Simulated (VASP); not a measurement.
# Li: single point with PBE+D3(BJ)

The system is Li.

```
CELL_PARAMETERS angstrom
0.00000 2.00136 2.00136
2.00136 0.00000 2.00136
2.00136 2.00136 0.00000
ATOMIC_POSITIONS crystal
Li 0.00000 0.00000 0.00000
```

This cell differs from its parent crystal: volume scaled by 0.88.

| Quantity | Value |
| --- | --- |
| Program | VASP 6.6.1 |
| Task | single point |
| Functional | PBE |
| Dispersion | D3(BJ) |
| Potentials or basis | VASP PAW PBE potentials, release 64 (Li_sv) |
| Cutoff | 520 eV |
| k mesh | 18 × 18 × 18 |
| Occupations | gaussian, width 0.1 eV |
| Spin | no spin polarisation |

```yaml
Dispersion_energy_per_atom: -0.214 eV
```

Levels at points of the mesh, in eV from the Fermi level:
```tsv
k point	band 1	band 2	band 3	band 4	band 5	band 6
(0.00, 0.00, 0.00)	-46.16	-3.84	16.93	16.93	16.93	21.19
(0.50, 0.00, 0.00)	-46.12	-0.13	3.79	14.88	14.88	19.23
(0.50, 0.50, 0.00)	-46.10	1.71	5.62	9.86	9.86	12.27
```

It took 19 s on 1 thread of AMD EPYC 7R43 64-Core Processor (Zen 3), on a shared host, peak memory 0.11 GiB.
